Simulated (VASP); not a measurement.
Crystal: Be.

```
CELL_PARAMETERS angstrom
2.26567 0.00000 0.00000
-1.13284 1.96213 0.00000
0.00000 0.00000 3.55870
ATOMIC_POSITIONS crystal
Be 0.33333 0.66667 0.25000
Be 0.66667 0.33333 0.75000
```

Program: VASP 6.6.1. Alike in all runs: task single point; level PBE; potentials or basis VASP PAW PBE potentials, release 64 (Be); no spin polarisation; cell as given; cutoff (eV) 520.

Order these runs on this cell by their pressure, lowest first.
A. k mesh 16 × 16 × 9; smearing fermi-dirac 0.01 eV
B. k mesh 16 × 16 × 9; smearing fermi-dirac 0.6 eV
C. k mesh 16 × 16 × 9; smearing fermi-dirac 1 eV
D. k mesh 3 × 3 × 2; smearing fermi-dirac 0.1 eV

A (0.2 GPa), B (1.9 GPa), C (6.2 GPa), D (9.8 GPa).

Caveats: some runs use coarse meshes.
